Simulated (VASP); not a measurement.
Sc2Br:

```
CELL_PARAMETERS angstrom
-3.48000 3.48000 3.02912
3.48000 -3.48000 3.02912
3.48000 3.48000 -3.02912
ATOMIC_POSITIONS crystal
Sc 0.41372 0.15674 0.25698
Sc 0.89976 0.15674 0.74302
Sc 0.84326 0.58628 0.74302
Sc 0.84326 0.10024 0.25698
Br 0.66667 0.66667 0.00000
Br 0.33333 0.33333 0.00000
```

The cell was generated, and may not be a known phase.

- Program: VASP 6.6.1
- Task: relaxation of cell and atoms
- Functional: PBE
- Potentials or basis: VASP PAW PBE potentials, release 64 (Sc_sv, Br)
- Cutoff: 600 eV
- k mesh: 4 × 4 × 4
- Occupations: gaussian, width 0.1 eV
- Spin: no spin polarisation

At the start: pressure 41.9 GPa; volume 24.46 Å³/atom.

**Question.** How do energy, volume and symmetry change on relaxing?

**Answer.** Over 39 steps the energy falls by 2263.2 meV/atom and the volume is 29.64 Å³/atom (+21.2 %); space group I-4m2 (No. 119, to 0.1 Å) before, I4/mmm (No. 139, to 0.1 Å).

Step by step:
```tsv
step	energy change (eV)	largest force (eV/Å)	pressure (GPa)	volume (Å³)
1	0.0000	7.9191	41.93	146.74
2	-10.1429	1.0519	-4.47	327.08
3	-12.0207	0.7893	-0.71	238.58
4	-12.0183	0.7863	-0.48	236.46
5	-12.0931	0.3819	0.11	231.83
6	-12.1135	0.4295	0.70	227.86
7	-12.1608	0.2394	0.17	231.37
8	-12.1753	0.1408	-0.27	234.67
9	-12.1894	0.1387	-0.15	232.90
10	-12.2245	0.2127	0.27	227.61
11	-12.2277	0.7356	1.28	217.12
12	-12.2392	0.4370	0.72	222.60
13	-12.2431	0.4485	0.72	222.40
14	-12.2547	0.4842	0.72	221.78
15	-12.2771	0.5619	0.73	220.52
16	-12.3149	0.7364	0.79	217.94
17	-12.3201	1.1518	1.09	212.53
18	-12.3309	0.9401	0.91	215.30
19	-12.3831	0.9169	0.60	215.53
20	-12.4657	0.8859	-0.13	215.97
21	-12.5286	0.7740	-0.38	215.67
22	-12.6779	0.4996	-1.05	214.77
23	-12.8428	0.2548	-1.91	212.98
24	-12.7844	0.7931	-1.89	209.37
25	-12.8764	0.3997	-2.14	211.60
26	-12.9653	0.5611	-1.51	204.79
27	-13.0403	0.8908	-0.07	193.48
28	-13.1314	0.7825	-0.05	190.36
29	-13.3072	0.6650	0.41	181.18
30	-12.9889	2.4438	3.62	163.54
31	-13.3196	0.8547	0.82	177.95
32	-13.4289	0.5277	0.46	177.77
33	-13.5175	0.3529	0.05	177.37
34	-13.5390	0.2721	-0.03	177.54
35	-13.5649	0.1229	-0.13	177.99
36	-13.5756	0.0686	0.03	177.18
37	-13.5769	0.0710	0.11	176.79
38	-13.5789	0.0446	-0.02	177.45
39	-13.5793	0.0283	-0.10	177.86
```

Final structure:
```
Sc Br
1.0
    -3.83923    3.83923    3.01664
     3.83923   -3.83923    3.01664
     3.83923    3.83923   -3.01664
Sc Br
4 2
Direct
  0.30179 0.00242 0.29937
  0.70306 0.00242 0.70063
  0.99758 0.69821 0.70063
  0.99758 0.29694 0.29937
  0.74434 0.74434 0.00000
  0.25566 0.25566 0.00000
```

Caveat: the volume moved by over 15 % at a fixed basis, so the end points are rough.
